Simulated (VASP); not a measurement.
# WC (P1) in VASP: single point with PBE

Aim: the single point of WC with PBE.

All numbers are computed with VASP 6.6.1; they aren't measurements. Logs are shortened: lines on timing, memory, paths and dates and some standing lists are left out, and cuts for length are marked.

### Step 1. The cell of the first run

The typed cell holds 16 atoms: a = 5.878 Å, b = 5.091 Å, c = 5.752 Å, α = 90.00°, β = 90.00°, γ = 90.00°.

### Step 2. Single point, PBE

INCAR

```
SYSTEM = WC
  PREC = Accurate
  ENCUT = 520
  EDIFF = 1E-7
  ISMEAR = -1
  SIGMA = 0.36
  LREAL = Auto
  LASPH = .True.
  NELM = 60
  ALGO = Normal
  ISIF = 2
  LWAVE = .False.
  LCHARG = .False.
  GGA = PE
  NBANDS = 86
```

KPOINTS

```
Automatic mesh
0
Gamma
  3 3 3
  0 0 0
```

POSCAR

```
WC
1.0
   -2.9390120000     -5.0905180000      0.0000000000
    4.4085180000     -2.5452590000      0.0000000000
    0.0000000000      0.0000000000      5.7523970000
W C
8 8
Direct
    0.7569140506      0.4760283337     -0.0226166588
    0.7617739478      0.4847349549      0.4793132324
    0.5200494842     -0.0332466206     -0.0188964705
    0.5296388941     -0.0279878487      0.4736112615
    0.2745979059      0.4782438318     -0.0172102169
    0.2645670852      0.4889547549      0.4851195076
    0.0107414134     -0.0510672424     -0.0271365137
    0.0305387005     -0.0083126332      0.4866319206
    0.5116922493      0.6537729144      0.2278006890
    0.5133249048      0.6626871105      0.7322860366
    0.2730465375      0.1478245184      0.2150929430
    0.2748946197      0.1545005795      0.7355890075
    0.0155862504      0.6450258742      0.2370316235
    0.0082895070      0.6312921849      0.7299044207
    0.7725007096      0.1474393108      0.2475837464
    0.7719743793      0.1487669925      0.7196478268
```

Potentials or basis: VASP PAW PBE potentials, release 64 (W_sv, C).

Started as:

```bash
$ cat potpaw_PBE.64/W_sv/POTCAR potpaw_PBE.64/C/POTCAR > POTCAR
$ mpirun -np 1 vasp_std > vasp.out
```

OUTCAR:

```text
SYSTEM = WC
   PREC = Accurate
   ENCUT = 520
   EDIFF = 1E-7
   ISMEAR = -1
   LREAL = Auto
   LASPH = .True.
   NELM = 60
   ISIF = 2
   GGA = PE

 ion  position               nearest neighbor table
   1  0.757  0.476  0.977-  14 2.20  10 2.22   9 2.23  16 2.23  15 2.29  13 2.30   7 2.83   5 2.84
                             3 2.86   2 2.87   2 2.89   3 2.94   5 3.04   7 3.07
   2  0.762  0.485  0.479-  15 2.17  14 2.18  13 2.20  16 2.20   9 2.23  10 2.25   4 2.83   1 2.87
                             1 2.89   6 2.92   4 2.95   6 2.96   8 2.97   8 3.03
   3  0.520  0.967  0.981-  10 2.11   9 2.13  11 2.18  12 2.23  16 2.31  15 2.32   4 2.83   1 2.86
                             5 2.88   7 2.89   4 2.92   1 2.94   5 2.98   7 3.00
   4  0.530  0.972  0.474-  15 2.13   9 2.15  10 2.17  16 2.20  11 2.30  12 2.32   2 2.83   3 2.83
                             6 2.91   3 2.92   8 2.94   2 2.95   8 2.95   6 3.06
   5  0.275  0.478  0.983-  11 2.15   9 2.17  12 2.18  10 2.22  14 2.27  13 2.28   1 2.84   7 2.85
                             6 2.86   3 2.88   6 2.89   3 2.98   1 3.04   7 3.11
   6  0.265  0.489  0.485-  14 2.19  13 2.19  10 2.22  12 2.23   9 2.24  11 2.33   5 2.86   8 2.88
                             5 2.89   8 2.91   4 2.91   2 2.92   2 2.96   4 3.06
   7  0.011  0.949  0.973-  14 2.14  13 2.17  16 2.26  11 2.31  12 2.32  15 2.34   8 2.81   1 2.83
                             5 2.85   3 2.89   8 2.97   3 3.00   1 3.07   5 3.11
   8  0.031  0.992  0.487-  16 2.18  12 2.19  15 2.20  11 2.26  13 2.28  14 2.31   7 2.81   6 2.88
                             6 2.91   4 2.94   4 2.95   7 2.97   2 2.97   2 3.03
   9  0.512  0.654  0.228-   3 2.13   4 2.15   5 2.17   1 2.23   2 2.23   6 2.24
  10  0.513  0.663  0.732-   3 2.11   4 2.17   5 2.22   1 2.22   6 2.22   2 2.25
  11  0.273  0.148  0.215-   5 2.15   3 2.18   8 2.26   4 2.30   7 2.31   6 2.33
  12  0.275  0.155  0.736-   5 2.18   8 2.19   6 2.23   3 2.23   7 2.32   4 2.32
  13  0.016  0.645  0.237-   7 2.17   6 2.19   2 2.20   5 2.28   8 2.28   1 2.30
  14  0.008  0.631  0.730-   7 2.14   2 2.18   6 2.19   1 2.20   5 2.27   8 2.31
  15  0.773  0.147  0.248-   4 2.13   2 2.17   8 2.20   1 2.29   3 2.32   7 2.34
  16  0.772  0.149  0.720-   8 2.18   2 2.20   4 2.20   1 2.23   7 2.26   3 2.31

  LATTYP: Found a simple orthorhombic cell.
 ALAT       =     5.0905180810
 B/A-ratio  =     1.1300219169
 C/A-ratio  =     1.1547005261

  Lattice vectors:

 A1 = (   4.4085180000,  -2.5452590000,   0.0000000000)
 A2 = (   0.0000000000,   0.0000000000,   5.7523970000)
 A3 = (  -2.9390120000,  -5.0905180000,   0.0000000000)

Analysis of symmetry for initial positions (statically):
=====================================================================
 Subroutine PRICEL returns:
 Original cell was already a primitive cell.

 Routine SETGRP: Setting up the symmetry group for a
 simple orthorhombic supercell.

 Subroutine GETGRP returns: Found  1 space group operations
 (whereof  1 operations were pure point group operations)
 out of a pool of  8 trial point group operations.

The static configuration has the point symmetry C_1 .

Analysis of symmetry for dynamics (positions and initial velocities):
=====================================================================
 Subroutine PRICEL returns:
 Original cell was already a primitive cell.

 Routine SETGRP: Setting up the symmetry group for a
 simple orthorhombic supercell.

 Subroutine GETGRP returns: Found  1 space group operations
 (whereof  1 operations were pure point group operations)
 out of a pool of  8 trial point group operations.

The dynamic configuration has the point symmetry C_1 .

 Subroutine INISYM returns: Found  1 space group operations
 (whereof  1 operations are pure point group operations),
 and found     1 'primitive' translations

----------------------------------------------------------------------------------------

                                     Primitive cell

  volume of cell :     172.1243

  direct lattice vectors                    reciprocal lattice vectors
    -2.939012000 -5.090518000  0.000000000    -0.085062599 -0.147332747  0.000000000
     4.408518000 -2.545259000  0.000000000     0.170125199 -0.098221831  0.000000000
     0.000000000  0.000000000  5.752397000     0.000000000  0.000000000  0.173840575

  length of vectors
     5.878023906  5.090518081  5.752397000     0.170125201  0.196443659  0.173840575

  position of ions in fractional coordinates (direct lattice)
     0.756914051  0.476028334  0.977383341
     0.761773948  0.484734955  0.479313232
[... 46 lines left out ...]
     0.056708400 -0.032740610  0.000000000     0.000000000  0.333333333  0.000000000
     0.000000000  0.000000000  0.057946858     0.000000000  0.000000000  0.333333333

  Length of vectors
     0.056708400  0.065481220  0.057946858

  Shift w.r.t. Gamma in fractional coordinates (k-lattice)
     0.000000000  0.000000000  0.000000000

 Subroutine IBZKPT returns following result:
 ===========================================

 Found     14 irreducible k-points:

 Following reciprocal coordinates:
            Coordinates               Weight
  0.000000  0.000000  0.000000      1.000000
  0.333333  0.000000  0.000000      2.000000
  0.000000  0.333333  0.000000      2.000000
  0.333333  0.333333  0.000000      2.000000
 -0.333333  0.333333  0.000000      2.000000
  0.000000  0.000000  0.333333      2.000000
  0.333333  0.000000  0.333333      2.000000
 -0.333333  0.000000  0.333333      2.000000
  0.000000  0.333333  0.333333      2.000000
  0.000000  0.333333 -0.333333      2.000000
  0.333333  0.333333  0.333333      2.000000
 -0.333333  0.333333 -0.333333      2.000000
 -0.333333 -0.333333  0.333333      2.000000
  0.333333 -0.333333 -0.333333      2.000000
   k-points           NKPTS =     14   k-points in BZ     NKDIM =     14   number of bands    NBANDS=     86
   number of dos      NEDOS =    301   number of ions     NIONS =     16
   total plane-waves  NPLWV =  92160
   dimension x,y,z NGX =    48 NGY =   40 NGZ =   48
   dimension x,y,z NGXF=    96 NGYF=   80 NGZF=   96
   ions per type =               8   8
   NGX,Y,Z   is equivalent  to a cutoff of  13.58, 13.06, 13.87 a.u.
   NGXF,Y,Z  is equivalent  to a cutoff of  27.15, 26.13, 27.74 a.u.
 SYSTEM =  WC
   PREC   = accura    normal or accurate (medium, high low for compatibility)
   ISTART =      0    job   : 0-new  1-cont  2-samecut
   ICHARG =      2    charge: 1-file 2-atom 10-const
   ISPIN  =      1    spin polarized calculation?
   LNONCOLLINEAR =      F non collinear calculations
   LSORBIT =      F    spin-orbit coupling
   LASPH  =      T    aspherical Exc in radial PAW
   ENCUT  =  520.0 eV  38.22 Ry    6.18 a.u.  10.93  9.46 10.70*2*pi/ulx,y,z
   NELM   =     60;   NELMIN=  2; NELMDL= -5     # of ELM steps
   EDIFF  = 0.1E-06   stopping-criterion for ELM
   LREAL  =      T    real-space projection
   EDIFFG = 0.1E-05   stopping-criterion for IOM
   NSW    =      0    number of steps for IOM
   IBRION =     -1    ionic relax: 0-MD 1-quasi-New 2-CG
   NFREE  =      0    steps in history (QN), initial steepest desc. (CG)
   ISIF   =      2    stress and relaxation
   ISYM   =      2    0-nonsym 1-usesym 2-fastsym
   POTIM  = 0.5000    time-step for ionic-motion
   TEBEG  =    0.0;   TEEND  =   0.0 temperature during run
   PSTRESS=    0.0 pullay stress
   NELECT =     144.0000    total number of electrons
   NUPDOWN=      -1.0000    fix difference up-down
   EMIN   =  10.00;   EMAX   =-10.00  energy-range for DOS
   EFERMI =   0.00;   METHOD = LEGACY
   ISMEAR =    -1;   SIGMA  =   0.36  broadening in eV -4-tet -1-fermi 0-gaus
   EFERMI_NEDOS =   21; number of points for ismear=-14 and -15
   IALGO  =     38    algorithm
   IMIX   =      4    mixing-type and parameters
     AMIX     =   0.40;   BMIX     =  1.00
     AMIX_MAG =   1.60;   BMIX_MAG =  1.00
  volume/ion in A,a.u.               =      10.76        72.60
  Fermi-wavevector in a.u.,A,eV,Ry     =   1.542582  2.915057 32.375870  2.379559
  Thomas-Fermi vector in A             =   2.648366
   LORBIT       =      0    0 simple, 1 ext, 2 COOP (PROOUT), +10 PAW based schemes
   GGA     = PE    functional components
   LHFCALC =     F    Hartree Fock is set to
   AEXX    =    0.0000 exact exchange contribution
   IVDW    =     0    specifies the selected vdW correction
   LEPSILON=     F    determine dielectric tensor
   LRPA    =     F    only Hartree local field effects (RPA)
 non-spin polarized calculation
  energy-cutoff  :      520.00
  volume of cell :      172.12
 maximum number of plane-waves:      4678
 NGX is ok and might be reduce to    48
   NGX = 21   NGY = 19   NGZ = 21

 number of electron     144.0000005 magnetization

 Free energy of the ion-electron system (eV)
  ---------------------------------------------------
  ext. energy  EPLUGINS =         0.00000000
  ---------------------------------------------------
  free energy    TOTEN  =      -178.98048361 eV

  energy without entropy =     -177.30300282  energy(sigma->0) =     -178.14174322

 E-fermi :  10.8401     XC(G=0): -13.5915

 val. band max:       10.7846670067   @ k =   0.0000   0.0000   0.0000
 cond. band min:      10.8707675830   @ k =   0.0000   0.0000   0.3333
 fundamental gap:      0.0861005763
 Fermi energy:        10.8401302248

 k-point     1 :       0.0000    0.0000    0.0000
  band No.  band energies     occupation
      1     -63.4722      2.00000
      2     -63.4483      2.00000
      3     -63.4283      2.00000
      4     -63.4022      2.00000
      5     -63.3942      2.00000
      6     -63.3769      2.00000
[... 1207 lines left out ...]
     83      14.3279      0.00012
     84      14.5718      0.00006
 [bands above 84 left out]

------------------------ aborting loop because EDIFF is reached ----------------------------------------

  FORCE on cell =-STRESS in cart. coord.  units (eV):
  Direction    XX          YY          ZZ          XY          YZ          ZX
  --------------------------------------------------------------------------------------
  -------------------------------------------------------------------------------------
  Total       -1.3882394     -2.3192681     -7.8576652     -1.1489718      0.2707348      0.3237453
  in kB      -12.9220904    -21.5883455    -73.1411728    -10.6949260      2.5200691      3.0135043
  external PRESSURE =     -35.8838696 kB  Pullay stress =       0.0000000 kB

 VOLUME and BASIS-vectors are now :
 -----------------------------------------------------------------------------
  energy-cutoff  :      520.00
  volume of cell :      172.12
      direct lattice vectors                 reciprocal lattice vectors
    -2.939012000 -5.090518000  0.000000000    -0.085062599 -0.147332747  0.000000000
     4.408518000 -2.545259000  0.000000000     0.170125199 -0.098221831  0.000000000
     0.000000000  0.000000000  5.752397000     0.000000000  0.000000000  0.173840575

 POSITION                                       TOTAL-FORCE (eV/Angst)
 -----------------------------------------------------------------------------------
     -0.12600     -5.06470      5.62230        -1.275048     -0.859853      0.668232
     -0.10190     -5.11160      2.75720        -0.952747     -0.244136      0.006460
      2.73352     -5.10796      5.64370         2.119775     -1.251742     -0.436285
      2.72852     -5.17016      2.72440         2.561134      0.408458      1.096998
      1.30130     -2.61510      5.65340         0.366057      1.708928     -0.311628
      1.37800     -2.59130      2.79060        -1.133371      0.307121     -0.756012
[... 8 lines left out ...]
     -1.62040     -4.30770      1.42420        -0.313812      0.059705     -1.749600
     -1.61300     -4.30840      4.13970        -0.295802      0.428865      0.955670
 -----------------------------------------------------------------------------------
    total drift:                               -0.002805     -0.003118      0.014478

  FREE ENERGIE OF THE ION-ELECTRON SYSTEM (eV)
  ---------------------------------------------------
  free  energy   TOTEN  =      -178.9804836144 eV

  energy  without entropy=     -177.3030028193  energy(sigma->0) =     -178.14174322
```

Run time: 20 min. Hardware: 1 thread of AMD EPYC 7R13 (Zen 3), shared host; peak memory 0.33 GiB.

Results:

- Free energy: -178.9805 eV
- Pressure: -3.6 GPa
- Largest force: 4.100 eV/Å
- Band gap on the k mesh: zero (band 72 reaches 10.78 eV, above the bottom of band 73 at 10.77 eV)

Forces in eV/Å, atoms in the order of the input:
```
W   -1.275 -0.860  0.668
W   -0.953 -0.244  0.006
W    2.120 -1.252 -0.436
W    2.561  0.408  1.097
W    0.366  1.709 -0.312
W   -1.133  0.307 -0.756
W    2.676 -2.761  1.425
W   -0.541  1.398 -1.338
C   -1.062  0.057  0.333
C   -1.502  0.583 -0.380
C   -0.227  0.564  1.309
C   -0.623  0.593 -0.445
C   -0.091 -0.001 -0.448
C    0.296 -0.990  0.070
C   -0.314  0.060 -1.750
C   -0.296  0.429  0.956
```

Stress tensor (GPa, compression positive):
```
-1.29 -1.07  0.30
-1.07 -2.16  0.25
 0.30  0.25 -7.31
```

Caveat: the k points lie up to 0.41 Å⁻¹ apart; spin-orbit coupling is left out, which moves the levels of the heavy elements; forces of over 1 eV/Å act on the atoms, so gaps and moduli don't describe the material at rest.
